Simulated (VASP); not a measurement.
The system is Fe3Ge.

```
Fe Ge
1.0
     3.66050    0.00000    0.00000
     0.00000    3.66050    0.00000
     0.00000    0.00000    3.66050
Fe Ge
3 1
Direct
  0.00000 0.50000 0.50000
  0.50000 0.50000 0.00000
  0.50000 0.00000 0.50000
  0.00000 0.00000 0.00000
```

* Program: VASP 6.6.1
* Task: relaxation of cell and atoms
* Functional: LDA
* Potentials or basis: VASP PAW LDA potentials, release 64 (Fe, Ge_d)
* Cutoff: 600 eV
* k mesh: 6 × 6 × 6
* Occupations: fermi-dirac, width 0.1 eV
* Spin: collinear spin, ferromagnetic start
* Starting moments: [4.5, 4.5, 4.5, 0.0] μB

At the start: pressure -18.5 GPa; volume 12.26 Å³/atom.

Task: Where does the relaxation end?

Result: Over 5 steps the energy falls by 79.9 meV/atom and the volume is 10.99 Å³/atom (-10.4 %); space group Pm-3m (No. 221, to 0.1 Å) before and after; moment 5.33 μB per cell.

The path:
| step | energy change (eV) | largest force (eV/Å) | pressure (GPa) | volume (Å³) |
| --- | --- | --- | --- | --- |
| 1 | 0.0000 | 0.0000 | -18.53 | 49.05 |
| 2 | 0.0023 | 0.0000 | 27.51 | 39.65 |
| 3 | -0.3196 | 0.0000 | -0.24 | 43.99 |
| 4 | -0.3196 | 0.0000 | 0.17 | 43.89 |
| 5 | -0.3196 | 0.0000 | -0.05 | 43.95 |

Final structure:
```
Fe Ge
1.0
     3.52910    0.00000    0.00000
     0.00000    3.52910    0.00000
     0.00000    0.00000    3.52910
Fe Ge
3 1
Direct
  0.00000 0.50000 0.50000
  0.50000 0.50000 0.00000
  0.50000 0.00000 0.50000
  0.00000 0.00000 0.00000
```
